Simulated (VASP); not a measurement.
Crystal: B2As.

```
B As
1.0
     2.61597   -1.47402    0.00000
     2.61597    1.47402    0.00000
    -0.10844    0.00000    3.64732
B As
2 1
Direct
  0.31769 0.31769 0.68403
  0.68231 0.68231 0.31597
  0.00000 0.00000 0.00000
```

The cell was built from a structure type or drawn by symmetry, and may not be a known phase.

```yaml
Program: VASP 6.6.1
Task: relaxation of cell and atoms
Functional: PBE
Potentials_or_basis: VASP PAW PBE potentials, release 64 (B, As)
Cutoff: 600 eV
k_mesh: 6 × 6 × 6
Occupations: gaussian, width 0.1 eV
Spin: no spin polarisation
```

At the start: pressure 27.5 GPa; volume 9.38 Å³/atom.

**Question.** Where does the relaxation end?

**Answer.** Over 28 steps the energy falls by 864.0 meV/atom and the volume is 12.13 Å³/atom (+29.4 %); space group C2/m (No. 12, to 0.1 Å) before and after.

The path:
```tsv
step	energy change (eV)	largest force (eV/Å)	pressure (GPa)	volume (Å³)
1	0.0000	3.5027	27.51	28.13
2	-0.8391	1.6031	-15.97	35.18
3	-0.8580	1.7692	-11.89	33.85
4	-1.3956	1.4573	-4.12	31.98
5	-1.5211	0.7732	8.79	30.53
6	-1.5304	0.8977	5.17	30.87
7	-1.6720	0.9409	4.28	31.79
8	-1.6985	1.0765	3.95	32.49
9	-1.8543	1.1241	-2.15	34.32
10	-1.9923	0.7941	-10.64	37.56
11	-2.0754	0.6283	-10.91	37.82
12	-2.2345	0.6047	-11.62	38.55
13	-2.2446	0.9792	-11.91	38.81
14	-2.3819	0.8847	-8.12	37.71
15	-2.5130	0.6234	2.54	35.24
16	-2.5139	0.6501	1.56	35.44
17	-2.5329	0.4736	1.23	35.56
18	-2.5548	0.2770	0.83	35.93
19	-2.5677	0.2374	-0.07	36.18
20	-2.5758	0.1859	-1.29	36.55
21	-2.5813	0.1627	-0.21	36.32
22	-2.5837	0.1535	1.06	36.06
23	-2.5883	0.1037	0.84	36.13
24	-2.5911	0.0421	0.51	36.23
25	-2.5912	0.0418	0.45	36.25
26	-2.5918	0.0570	-0.21	36.41
27	-2.5918	0.0579	-0.23	36.42
28	-2.5921	0.0302	-0.11	36.39
```

Final structure:
```xyz
3
Lattice="3.5149 -1.5158 0.1118 3.5149 1.5158 0.1118 -0.0367 0.0000 3.4138" Properties=species:S:1:pos:R:3 pbc="T T T"
B     1.4269    0.0000    1.8334
B     5.5663    0.0000    1.8039
As    0.0000    0.0000    0.0000
```

Caveat: the k points lie up to 0.38 Å⁻¹ apart in the final cell, too coarse for converged energies and pressures of a metal; the volume moved by over 15 % at a fixed basis, so the end points are rough.
